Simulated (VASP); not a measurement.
Write the native input for VASP 6.6.1 that does the following.

```
Task                   : single point
Functional             : PBE
Potentials or basis    : VASP PAW PBE potentials, release 64 (Sc_sv, Si)
Cutoff                 : 520 eV
k mesh                 : 8 × 8 × 7
Occupations            : fermi-dirac, width 0.05 eV
Spin                   : no spin polarisation
Dipole correction      : no
Further INCAR settings : ALGO = Normal; EDIFF = 1e-07; NBANDS = 16
```

The structure of ScSi2 lies in POSCAR:

```
ScSi2
1.0
    3.6354355015      0.0000000000      0.0000000000
   -1.8177177507      3.1483794981      0.0000000000
    0.0000000000      0.0000000000      3.8440260630
Sc Si
1 2
Direct
    0.0000000000      0.0000000000      0.0000000000
    0.6666666667      0.3333333333      0.5000000000
    0.3333333333      0.6666666667      0.5000000000
```

One way to write it, as run:

INCAR

```
  ALGO = Normal
  EDIFF = 1E-7
  ENCUT = 520
  GGA = PE
  ISIF = 2
  ISMEAR = -1
  LASPH = T
  LCHARG = F
  LREAL = F
  LWAVE = F
  NBANDS = 16
  NELM = 80
  PREC = Accurate
  SIGMA = 0.05
```

KPOINTS

```
k-points
0
Gamma
  8 8 7
```

Potentials or basis: VASP PAW PBE potentials, release 64 (Sc_sv, Si).

Run with:

```console
$ cat potpaw_PBE.64/Sc_sv/POTCAR potpaw_PBE.64/Si/POTCAR > POTCAR
$ mpirun -np 1 vasp_std > vasp.out
```

It gave:

| Item | Value |
| --- | --- |
| Pressure | 29.3 GPa |
| Band gap on the k mesh | zero (an odd number of electrons rules out a gap without spin polarisation) |

Caveat: the stress differs along the axes, from 3 to 42 GPa.

Run time: 31 s on 1 thread of Intel(R) Xeon(R) Platinum 8259CL CPU @ 2.50GHz (Skylake/Cascade Lake), with other jobs on the host, peak memory 0.17 GiB.
